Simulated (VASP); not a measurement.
A run of VASP 6.6.1:

File POSCAR:

```
CaMg2Ag2
1.0
    4.9556312248      0.0000000000      0.0000000000
   -2.4778156124      4.2917025325      0.0000000000
    0.0000000000      0.0000000000      5.5934625135
Ca Mg Ag
1 2 2
Direct
    0.0000000000      0.0000000000      0.0000000000
    0.3333333333      0.6666666667      0.6383035135
    0.6666666667      0.3333333333      0.3616964865
    0.3333333333      0.6666666667      0.1489083094
    0.6666666667      0.3333333333      0.8510916906
```

The input INCAR.step1:

```
SYSTEM = CaMg2Ag2
PREC     = Accurate       ! precision mode
ENCUT    = 520            ! plane-wave cutoff, eV
ISMEAR   = 0              ! smearing method
SIGMA    = 0.1264         ! smearing width, eV
LREAL    = .False.        ! projectors in reciprocal space
LASPH    = .True.         ! aspherical terms in the spheres
NELM     = 80             ! most SCF steps
NBANDS   = 26             ! bands
GGA      = PE             ! functional
ALGO     = Normal         ! electronic algorithm
EDIFF    = 1E-4           ! SCF threshold, eV
LWAVE    = .True.         ! write WAVECAR
LCHARG   = .False.        ! write CHGCAR
```

File INCAR.step2:

```
SYSTEM = CaMg2Ag2
PREC     = Accurate       ! precision mode
ENCUT    = 520            ! plane-wave cutoff, eV
EDIFF    = 1E-7           ! SCF threshold, eV
ISMEAR   = 0              ! smearing method
SIGMA    = 0.1264         ! smearing width, eV
LREAL    = .False.        ! projectors in reciprocal space
LASPH    = .True.         ! aspherical terms in the spheres
NELM     = 80             ! most SCF steps
ALGO     = Normal         ! electronic algorithm
ISIF     = 2              ! what is computed and relaxed
LWAVE    = .False.        ! write WAVECAR
LCHARG   = .False.        ! write CHGCAR
METAGGA  = R2SCAN         ! meta-GGA
LMIXTAU  = .True.       
NBANDS   = 26             ! bands
ISTART   = 1
```

Contents of KPOINTS:

```
Automatic mesh
0
Gamma
  8 8 5
  0 0 0
```

Potentials or basis: VASP PAW PBE potentials, release 64 (Ca_sv, Mg, Ag).

The run is started by

```sh
$ cat potpaw_PBE.64/Ca_sv/POTCAR potpaw_PBE.64/Mg/POTCAR potpaw_PBE.64/Ag/POTCAR > POTCAR
$ cp INCAR.step1 INCAR
$ mpirun -np 1 vasp_std > vasp.out
$ cp INCAR.step2 INCAR
$ mpirun -np 1 vasp_std > vasp.out
```

Hardware: 1 thread of Intel(R) Xeon(R) Platinum 8488C (Sapphire Rapids), with other jobs on the host.

Problem. Estimate the wall time of this run.

Solution. Wall time 7.8 min on 1 thread of Intel(R) Xeon(R) Platinum 8488C (Sapphire Rapids) (shared host), peak memory 0.35 GiB. Counts: k points 40.
